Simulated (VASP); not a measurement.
# Si2Ni (Fm-3m) in VASP: notebook

Si2Ni is run at these levels: PBEsol; tasks: single point.

Program: VASP 6.6.1. These are calculated values, not measurements. Logs are shortened: lines on timing, memory, paths and dates and some standing lists are left out, and cuts for length are marked.

## Step 1: The cell of the first run

The structure is cubic, space group Fm-3m (No. 225). Conventional cell: a = 5.391 Å, b = 5.391 Å, c = 5.391 Å, α = 90.00°, β = 90.00°, γ = 90.00°. Si (site symmetry -43m) has 4 Ni at 2.33 Å and 6 Si at 2.70 Å within 3.1 Å. Ni (site symmetry m-3m) has 8 Si at 2.33 Å within 3.1 Å.

## Step 2: Single point, PBEsol

INCAR

```
SYSTEM = Si2Ni
  ALGO = Normal
  EDIFF = 1E-7
  ENCUT = 520
  GGA = PS
  ISIF = 2
  ISMEAR = 0
  LASPH = .TRUE.
  LCHARG = .FALSE.
  LREAL = .FALSE.
  LWAVE = .FALSE.
  NBANDS = 48
  NELM = 100
  PREC = Accurate
  SIGMA = 0.15
```

KPOINTS

```
k-points
0
G
  10 10 10
  0 0 0
```

POSCAR

```
Si2Ni
1.0
    5.3914097097      0.0000000000      0.0000000000
    0.0000000000     -5.3914097097      0.0000000000
    0.0000000000      0.0000000000     -5.3914097097
Si Ni
8 4
Direct
    0.2500000000      0.2500000000      0.2500000000
    0.7500000000      0.7500000000      0.2500000000
    0.7500000000      0.2500000000      0.7500000000
    0.2500000000      0.7500000000      0.7500000000
    0.7500000000      0.7500000000      0.7500000000
    0.2500000000      0.2500000000      0.7500000000
    0.2500000000      0.7500000000      0.2500000000
    0.7500000000      0.2500000000      0.2500000000
    0.0000000000      0.0000000000      0.0000000000
    0.5000000000      0.5000000000      0.0000000000
    0.5000000000      0.0000000000      0.5000000000
    0.0000000000      0.5000000000      0.5000000000
```

Potentials or basis: VASP PAW PBE potentials, release 64 (Si, Ni).

The run is started by

```
cat potpaw_PBE.64/Si/POTCAR potpaw_PBE.64/Ni/POTCAR > POTCAR
mpirun -np 1 vasp_std > vasp.out
```

OUTCAR:

```text
SYSTEM = Si2Ni
   EDIFF = 1E-7
   ENCUT = 520
   GGA = PS
   ISIF = 2
   ISMEAR = 0
   LASPH = .TRUE.
   LREAL = .FALSE.
   NELM = 100
   PREC = Accurate

 ion  position               nearest neighbor table
   1  0.250  0.250  0.250-   9 2.33  10 2.33  11 2.33  12 2.33   7 2.70   8 2.70   6 2.70   6 2.70
                             7 2.70   8 2.70
   2  0.750  0.750  0.250-   9 2.33  10 2.33  11 2.33  12 2.33   7 2.70   8 2.70   5 2.70   5 2.70
                             8 2.70   7 2.70
   3  0.750  0.250  0.750-   9 2.33  10 2.33  11 2.33  12 2.33   6 2.70   8 2.70   5 2.70   8 2.70
                             5 2.70   6 2.70
   4  0.250  0.750  0.750-   9 2.33  10 2.33  11 2.33  12 2.33   6 2.70   7 2.70   5 2.70   7 2.70
                             6 2.70   5 2.70
   5  0.750  0.750  0.750-   9 2.33  10 2.33  11 2.33  12 2.33   3 2.70   4 2.70   2 2.70   2 2.70
                             3 2.70   4 2.70
   6  0.250  0.250  0.750-   9 2.33  10 2.33  11 2.33  12 2.33   3 2.70   4 2.70   1 2.70   1 2.70
                             4 2.70   3 2.70
   7  0.250  0.750  0.250-   9 2.33  10 2.33  11 2.33  12 2.33   2 2.70   4 2.70   1 2.70   4 2.70
                             1 2.70   2 2.70
   8  0.750  0.250  0.250-   9 2.33  10 2.33  11 2.33  12 2.33   2 2.70   3 2.70   1 2.70   3 2.70
                             2 2.70   1 2.70
   9  0.000  0.000  0.000-   1 2.33   2 2.33   3 2.33   4 2.33   5 2.33   6 2.33   7 2.33   8 2.33

  10  0.500  0.500  0.000-   1 2.33   2 2.33   3 2.33   4 2.33   5 2.33   6 2.33   7 2.33   8 2.33

  11  0.500  0.000  0.500-   1 2.33   2 2.33   3 2.33   4 2.33   5 2.33   6 2.33   7 2.33   8 2.33

  12  0.000  0.500  0.500-   1 2.33   2 2.33   3 2.33   4 2.33   5 2.33   6 2.33   7 2.33   8 2.33

  LATTYP: Found a simple cubic cell.
 ALAT       =     5.3914097097

  Lattice vectors:

 A1 = (   5.3914097097,   0.0000000000,   0.0000000000)
 A2 = (   0.0000000000,  -5.3914097097,   0.0000000000)
 A3 = (   0.0000000000,   0.0000000000,  -5.3914097097)

Analysis of symmetry for initial positions (statically):
=====================================================================
 Subroutine PRICEL returns following result:

  LATTYP: Found a face centered cubic cell.
 ALAT       =     5.3914097097

  Lattice vectors:

 A1 = (   2.6957048548,   2.6957048548,   0.0000000000)
 A2 = (   2.6957048548,   0.0000000000,  -2.6957048548)
 A3 = (   0.0000000000,   2.6957048548,  -2.6957048548)

   4 primitive cells build up your supercell.

 Routine SETGRP: Setting up the symmetry group for a
 simple cubic supercell.

 Subroutine GETGRP returns: Found 48 space group operations
 (whereof 48 operations were pure point group operations)
 out of a pool of 48 trial point group operations.

The static configuration has the point symmetry O_h .

Analysis of symmetry for dynamics (positions and initial velocities):
=====================================================================
 Subroutine PRICEL returns following result:

  LATTYP: Found a face centered cubic cell.
 ALAT       =     5.3914097097

  Lattice vectors:

 A1 = (   2.6957048548,   2.6957048548,   0.0000000000)
 A2 = (   2.6957048548,   0.0000000000,  -2.6957048548)
 A3 = (   0.0000000000,   2.6957048548,  -2.6957048548)

   4 primitive cells build up your supercell.

 Routine SETGRP: Setting up the symmetry group for a
 simple cubic supercell.

 Subroutine GETGRP returns: Found 48 space group operations
 (whereof 48 operations were pure point group operations)
 out of a pool of 48 trial point group operations.

The dynamic configuration has the point symmetry O_h .

 Subroutine INISYM returns: Found 48 space group operations
 (whereof 48 operations are pure point group operations),
 and found     4 'primitive' translations

----------------------------------------------------------------------------------------

                                     Primitive cell

  volume of cell :      39.1784

  direct lattice vectors                    reciprocal lattice vectors
     2.695704855  2.695704855  0.000000000     0.185480246  0.185480246  0.185480246
     2.695704855  0.000000000 -2.695704855     0.185480246 -0.185480246 -0.185480246
     0.000000000  2.695704855 -2.695704855    -0.185480246  0.185480246 -0.185480246

  length of vectors
     3.812302366  3.812302366  3.812302366     0.321261210  0.321261210  0.321261210

  position of ions in fractional coordinates (direct lattice)
     0.750000000  0.750000000  0.750000000
     0.250000000  0.250000000  0.250000000
     0.000000000  0.000000000  0.000000000

  ion indices of the primitive-cell ions
   primitive index   ion index
                 1           1
                 2           7
                 3           9

----------------------------------------------------------------------------------------

 KPOINTS: k-points

Automatic generation of k-mesh.
 Grid dimensions read from file:
 generate k-points for:   10   10   10

 Generating k-lattice:

  Cartesian coordinates                     Fractional coordinates (reciprocal lattice)
     0.018548025  0.000000000  0.000000000     0.100000000  0.000000000  0.000000000
     0.000000000 -0.018548025  0.000000000     0.000000000  0.100000000  0.000000000
     0.000000000  0.000000000 -0.018548025     0.000000000  0.000000000  0.100000000

  Length of vectors
     0.018548025  0.018548025  0.018548025

  Shift w.r.t. Gamma in fractional coordinates (k-lattice)
     0.000000000  0.000000000  0.000000000

 Subroutine IBZKPT returns following result:
 ===========================================

 Found     56 irreducible k-points:

 Following reciprocal coordinates:
            Coordinates               Weight
  0.000000  0.000000  0.000000      1.000000
  0.100000  0.000000  0.000000      6.000000
  0.200000  0.000000  0.000000      6.000000
  0.300000  0.000000  0.000000      6.000000
  0.400000  0.000000  0.000000      6.000000
  0.500000  0.000000  0.000000      3.000000
[... 16 lines left out ...]
  0.200000  0.100000  0.100000     24.000000
  0.300000  0.100000  0.100000     24.000000
 [... further k-points ...]
   k-points           NKPTS =     56   k-points in BZ     NKDIM =     56   number of bands    NBANDS=     48
   number of dos      NEDOS =    301   number of ions     NIONS =     12
   total plane-waves  NPLWV =  64000
   dimension x,y,z NGX =    40 NGY =   40 NGZ =   40
   dimension x,y,z NGXF=    80 NGYF=   80 NGZF=   80
   ions per type =               8   4
   NGX,Y,Z   is equivalent  to a cutoff of  12.33, 12.33, 12.33 a.u.
   NGXF,Y,Z  is equivalent  to a cutoff of  24.67, 24.67, 24.67 a.u.
 SYSTEM =  Si2Ni
   PREC   = accura    normal or accurate (medium, high low for compatibility)
   ISTART =      0    job   : 0-new  1-cont  2-samecut
   ICHARG =      2    charge: 1-file 2-atom 10-const
   ISPIN  =      1    spin polarized calculation?
   LNONCOLLINEAR =      F non collinear calculations
   LSORBIT =      F    spin-orbit coupling
   LASPH  =      T    aspherical Exc in radial PAW
   ENCUT  =  520.0 eV  38.22 Ry    6.18 a.u.  10.02 10.02 10.02*2*pi/ulx,y,z
   NELM   =    100;   NELMIN=  2; NELMDL= -5     # of ELM steps
   EDIFF  = 0.1E-06   stopping-criterion for ELM
   LREAL  =      F    real-space projection
   EDIFFG = 0.1E-05   stopping-criterion for IOM
   NSW    =      0    number of steps for IOM
   IBRION =     -1    ionic relax: 0-MD 1-quasi-New 2-CG
   NFREE  =      0    steps in history (QN), initial steepest desc. (CG)
   ISIF   =      2    stress and relaxation
   ISYM   =      2    0-nonsym 1-usesym 2-fastsym
   POTIM  = 0.5000    time-step for ionic-motion
   TEBEG  =    0.0;   TEEND  =   0.0 temperature during run
   PSTRESS=    0.0 pullay stress
   NELECT =      72.0000    total number of electrons
   NUPDOWN=      -1.0000    fix difference up-down
   EMIN   =  10.00;   EMAX   =-10.00  energy-range for DOS
   EFERMI =   0.00;   METHOD = LEGACY
   ISMEAR =     0;   SIGMA  =   0.15  broadening in eV -4-tet -1-fermi 0-gaus
   EFERMI_NEDOS =   21; number of points for ismear=-14 and -15
   IALGO  =     38    algorithm
   IMIX   =      4    mixing-type and parameters
     AMIX     =   0.40;   BMIX     =  1.00
     AMIX_MAG =   1.60;   BMIX_MAG =  1.00
  volume/ion in A,a.u.               =      13.06        88.13
  Fermi-wavevector in a.u.,A,eV,Ry     =   1.263233  2.387163 21.711587  1.595757
  Thomas-Fermi vector in A             =   2.396600
   LORBIT       =      0    0 simple, 1 ext, 2 COOP (PROOUT), +10 PAW based schemes
   GGA     = PS    functional components
   LHFCALC =     F    Hartree Fock is set to
   AEXX    =    0.0000 exact exchange contribution
   IVDW    =     0    specifies the selected vdW correction
   LEPSILON=     F    determine dielectric tensor
   LRPA    =     F    only Hartree local field effects (RPA)
 non-spin polarized calculation
 Gauss-broadening in eV      SIGMA  =   0.15
  energy-cutoff  :      520.00
  volume of cell :      156.71
 maximum number of plane-waves:      4242
   NGX = 21   NGY = 21   NGZ = 21

 number of electron      71.9999989 magnetization

 Free energy of the ion-electron system (eV)
  ---------------------------------------------------
  ext. energy  EPLUGINS =         0.00000000
  ---------------------------------------------------
  free energy    TOTEN  =       -75.94487522 eV

  energy without entropy =      -75.90425926  energy(sigma->0) =      -75.92456724

 E-fermi :  10.4755     XC(G=0): -11.7355

 val. band max:       10.4668161206   @ k =   0.5000   0.1000   0.1000
 cond. band min:      10.4901928771   @ k =   0.2000   0.1000   0.0000
 fundamental gap:      0.0233767565
 Fermi energy:        10.4754654637

 k-point     1 :       0.0000    0.0000    0.0000
  band No.  band energies     occupation
      1      -3.4485      2.00000
      2       0.5968      2.00000
      3       0.5968      2.00000
      4       0.5968      2.00000
      5       2.3541      2.00000
      6       2.3541      2.00000
[... 1213 lines left out ...]
     47      14.8090      0.00000
     48      14.8090      0.00000

 [... further k-points ...]

------------------------ aborting loop because EDIFF is reached ----------------------------------------

  FORCE on cell =-STRESS in cart. coord.  units (eV):
  Direction    XX          YY          ZZ          XY          YZ          ZX
  --------------------------------------------------------------------------------------
  -------------------------------------------------------------------------------------
  Total       -0.0518743     -0.0518743     -0.0518743      0.0000000      0.0000000      0.0000000
  in kB       -0.5303417     -0.5303417     -0.5303417      0.0000000      0.0000000      0.0000000
  external PRESSURE =      -0.5303417 kB  Pullay stress =       0.0000000 kB

 VOLUME and BASIS-vectors are now :
 -----------------------------------------------------------------------------
  energy-cutoff  :      520.00
  volume of cell :      156.71
      direct lattice vectors                 reciprocal lattice vectors
     5.391409710  0.000000000  0.000000000     0.185480246  0.000000000  0.000000000
     0.000000000 -5.391409710  0.000000000     0.000000000 -0.185480246  0.000000000
     0.000000000  0.000000000 -5.391409710     0.000000000  0.000000000 -0.185480246

 POSITION                                       TOTAL-FORCE (eV/Angst)
 -----------------------------------------------------------------------------------
      1.34785     -1.34785     -1.34785         0.000000     -0.000000     -0.000000
      4.04356     -4.04356     -1.34785         0.000000     -0.000000     -0.000000
      4.04356     -1.34785     -4.04356         0.000000     -0.000000      0.000000
      1.34785     -4.04356     -4.04356         0.000000     -0.000000     -0.000000
      4.04356     -4.04356     -4.04356        -0.000000     -0.000000     -0.000000
      1.34785     -1.34785     -4.04356        -0.000000     -0.000000     -0.000000
      1.34785     -4.04356     -1.34785        -0.000000     -0.000000      0.000000
      4.04356     -1.34785     -1.34785        -0.000000     -0.000000     -0.000000
      0.00000      0.00000      0.00000        -0.000000      0.000000     -0.000000
      2.69570     -2.69570      0.00000        -0.000000     -0.000000      0.000000
      2.69570      0.00000     -2.69570         0.000000      0.000000      0.000000
      0.00000     -2.69570     -2.69570         0.000000      0.000000      0.000000
 -----------------------------------------------------------------------------------
    total drift:                               -0.000000      0.000000      0.000000

  FREE ENERGIE OF THE ION-ELECTRON SYSTEM (eV)
  ---------------------------------------------------
  free  energy   TOTEN  =       -75.9448752217 eV

  energy  without entropy=      -75.9042592582  energy(sigma->0) =      -75.92456724
```

It took 4.4 min on 1 thread of AMD EPYC 9R45 (Zen 5), shared host; peak memory 0.41 GiB.

What came out:

| Quantity | Value |
| --- | --- |
| Free energy | -75.9449 eV |
| Pressure | -0.1 GPa |
| Band gap on the k mesh | zero (bands 36 and 37 overlap by 0.73 eV) |

Caveat: the PAW data sets were made with another functional, which shifts forces and pressure a little. Spin polarisation is off, so any magnetic state and its effect on volume and gap are missing.

## Step 3: Single point, PBEsol

This run uses another cell than the first one: it holds 3 atoms, not 12.

INCAR

```
PREC     = Accurate       # precision mode
ENCUT    = 520            # plane-wave cutoff, eV
EDIFF    = 1E-6           # SCF threshold, eV
ISMEAR   = 0              # smearing method
SIGMA    = 0.1            # smearing width, eV
LREAL    = False          # projectors in reciprocal space
LASPH    = True           # aspherical terms in the spheres
NELM     = 80             # most SCF steps
ALGO     = Normal         # electronic algorithm
ISIF     = 2              # what is computed and relaxed
LWAVE    = False          # write WAVECAR
LCHARG   = False          # write CHGCAR
GGA      = PS             # functional
NBANDS   = 16             # bands
ISYM     = 0
```

KPOINTS

```
Automatic mesh
0
Gamma
  9 9 11
```

POSCAR

```
Si2Ni
1.0
    3.8123023659      0.0000000000      0.0000000000
   -1.9061511829      3.3015506958      0.0000000000
    1.9061511829      1.1005168986      3.1127318472
Si Ni
2 1
Direct
    0.5000000000      0.7500000000      0.7500000000
    0.5000000000      0.2500000000      0.2500000000
    0.0000000000      0.0000000000      0.0000000000
```

Potentials or basis: VASP PAW PBE potentials, release 64 (Si, Ni).

The run is started by

```
cat potpaw_PBE.64/Si/POTCAR potpaw_PBE.64/Ni/POTCAR > POTCAR
mpirun -np 1 vasp_std > vasp.out
```

It took 5.5 min on 1 thread of Intel Xeon 8259CL, shared host; peak memory 0.37 GiB.

Results (log left out):

| Quantity | Value |
| --- | --- |
| Free energy | -18.9826 eV |
| Pressure | 0.1 GPa |
| Band gap on the k mesh | zero (bands 9 and 10 overlap by 2.13 eV) |

Levels at points of the mesh, in eV from the Fermi level:
| k point | band 6 | band 7 | band 8 | band 9 | band 10 | band 11 | band 12 | band 13 |
| --- | --- | --- | --- | --- | --- | --- | --- | --- |
| (0.00, 0.00, 0.00) | -3.58 | -0.22 | 1.71 | 1.71 | 1.71 | 2.22 | 2.22 | 2.22 |

Caveat: the PAW data sets were made with another functional, which shifts forces and pressure a little. Spin polarisation is off, so any magnetic state and its effect on volume and gap are missing.
